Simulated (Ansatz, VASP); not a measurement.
Cd3HgS4: VASP beside Ansatz

INCAR

```
SYSTEM = Cd3HgS4
PREC = Accurate
ENCUT = 520
EDIFF = 1E-6
ISMEAR = 0
SIGMA = 0.1
LREAL = .FALSE.
LASPH = .TRUE.
NELM = 80
ALGO = Normal
ISIF = 2
LWAVE = .FALSE.
LCHARG = .TRUE.
GGA = PE
LELF = .TRUE.
LVHAR = .TRUE.
NBANDS = 46
```

Contents of KPOINTS:

```
regular mesh
0
G
  4 4 4
  0 0 0
```

POSCAR

```
Cd3HgS4
1.0
   -2.8918208000      2.8918208000      5.7836415900
    2.8918208000     -2.8918208000      5.7836415900
    2.8918208000      2.8918208000     -5.7836415900
Cd Hg S
3 1 4
Direct
    0.5000000000      0.5000000000      0.0000000000
    0.2500000000      0.7500000000      0.5000000000
    0.7500000000      0.2500000000      0.5000000000
    0.0000000000      0.0000000000      0.0000000000
    0.6250000000      0.6250000000      0.5000000000
    0.1250000000      0.1250000000      0.5000000000
    0.8750000000      0.3750000000      0.0000000000
    0.3750000000      0.8750000000      0.0000000000
```

Input for Ansatz:

```yaml
crystal:
  lattice:
    - [-2.8918208, 2.8918208, 5.78364159]
    - [2.8918208, -2.8918208, 5.78364159]
    - [2.8918208, 2.8918208, -5.78364159]
  atoms:
    - { symbol: Cd, position: [0.5, 0.5, 0.0] }
    - { symbol: Cd, position: [0.25, 0.75, 0.5] }
    - { symbol: Cd, position: [0.75, 0.25, 0.5] }
    - { symbol: Hg, position: [0.0, 0.0, 0.0] }
    - { symbol: S, position: [0.625, 0.625, 0.5] }
    - { symbol: S, position: [0.125, 0.125, 0.5] }
    - { symbol: S, position: [0.875, 0.375, 0.0] }
    - { symbol: S, position: [0.375, 0.875, 0.0] }
basis:
  ecutwfc: 420
kpoints:
  mp_grid: { grid: [4, 4, 4] }
hamiltonian:
  xc: pbe
scf:
  occupations: { method: gaussian, width: 0.1 }
  lower_state_search: "off"
output:
  forces: true
  stress: true
  eigenvalues: true
```

Alike in both runs: task single point; functional PBE; k mesh 4 × 4 × 4; occupations gaussian, width 0.1 eV; no spin polarisation.

|  | VASP | Ansatz |
| --- | --- | --- |
| version | VASP 6.6.1 | Ansatz 0.2.0 |
| potentials or method | VASP PAW PBE potentials, release 64 (Cd, Hg, S), cutoff 520 eV | scalar-relativistic, plane waves, PAW |
| valence electrons in the cell | 72 | 104 |

```tsv
	VASP	Ansatz	Ansatz less VASP
gap on the k mesh at the Fermi level (eV)	0.78	0.78	-0.005
least direct gap on the mesh (eV)	0.78	0.78	-0.005
pressure (GPa)	5.6	5.2	-0.40
rms of the force components (eV/Å)	0.083	0.083	-0.0006
```

Atom by atom the forces differ by 0.001 eV/Å (rms over components). The functional is the same, so the differences come from potentials, cutoffs and numerics. VASP's potentials hold 72 valence electrons a cell and Ansatz's 104, so a difference there can come from the potentials and not from the codes.

Neither program's run includes spin-orbit coupling.
